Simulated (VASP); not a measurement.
MoS2, 3 atoms in the cell. The cell holds a slab with vacuum, 3 atoms: a = 3.184 Å, b = 3.184 Å, c = 17.335 Å, α = 90.00°, β = 90.00°, γ = 120.00°. 

- Program: VASP 6.6.1
- Task: relaxation of cell and atoms
- Functional: PBE
- Potentials or basis: VASP PAW PBE potentials, release 64 (Mo_sv, S)
- Cutoff: 600 eV
- k mesh: 12 × 12 × 2
- Occupations: gaussian, width 0.02 eV
- Spin: no spin polarisation
- Dipole correction: no
- Further INCAR settings: ALGO = Normal; EDIFF = 1e-06; IBRION = 2; EDIFFG = -0.01; NSW = 100; ISIF = 3

Potentials or basis: VASP PAW PBE potentials, release 64 (Mo_sv, S).

Run with:

```console
$ cat potpaw_PBE.64/Mo_sv/POTCAR potpaw_PBE.64/S/POTCAR > POTCAR
$ mpirun -np 1 vasp_std > vasp.out
```

Hardware: 1 thread of Intel(R) Xeon(R) 6975P-C (Granite Rapids), with other jobs on the host.

Task: Estimate the wall time of this run.

Result: Wall time 4.4 min on 1 thread of Intel(R) Xeon(R) 6975P-C (Granite Rapids) (shared host), peak memory 0.41 GiB. Counts: scf iterations 59, k points 38, ion steps 4.
